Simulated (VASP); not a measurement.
# Ca3Bi: single point with PBE

Crystal: Ca3Bi.

```
Ca Bi
1.0
     5.11180    0.00000    0.00000
     0.00000    5.11180    0.00000
     0.00000    0.00000    5.11180
Ca Bi
3 1
Direct
  0.00000 0.50000 0.50000
  0.50000 0.00000 0.50000
  0.50000 0.50000 0.00000
  0.00000 0.00000 0.00000
```

```yaml
Program: VASP 6.6.1
Task: single point
Functional: PBE
Potentials_or_basis: VASP PAW PBE potentials, release 64 (Ca_sv, Bi_d)
Cutoff: 520 eV
k_mesh: 10 × 10 × 10
Occupations: gaussian, width 0.1 eV
Spin: no spin polarisation
Dipole_correction: no
Further_INCAR_settings: ALGO = Fast; EDIFF = 1e-07; NBANDS = 30
```

| Quantity | Value |
| --- | --- |
| Pressure | 0.0 GPa |
| Band gap on the k mesh | zero (an odd number of electrons rules out a gap without spin polarisation) |

Levels at points of the mesh, in eV from the Fermi level:
| k point | band 18 | band 19 | band 20 | band 21 | band 22 | band 23 | band 24 | band 25 | band 26 | band 27 |
| --- | --- | --- | --- | --- | --- | --- | --- | --- | --- | --- |
| (0.00, 0.00, 0.00) | -11.09 | -2.92 | -1.78 | -1.78 | -1.78 | -0.51 | -0.51 | 0.42 | 0.42 | 0.42 |
| (0.50, 0.00, 0.00) | -10.89 | -4.33 | -2.04 | -2.04 | -1.03 | -0.32 | 0.43 | 0.85 | 0.99 | 0.99 |
| (0.50, 0.50, 0.00) | -10.79 | -3.61 | -3.61 | -2.09 | -1.61 | 0.62 | 0.82 | 0.82 | 1.36 | 1.36 |
| (0.50, 0.50, 0.50) | -10.77 | -2.82 | -2.82 | -2.82 | -1.10 | -1.10 | -1.10 | -0.21 | 1.78 | 1.97 |

Run time: 6.4 min on 1 thread of Intel(R) Xeon(R) 6975P-C (Granite Rapids), on a shared host, peak memory 0.38 GiB.

Caveat: spin-orbit coupling is left out, which moves the levels of the heavy elements.
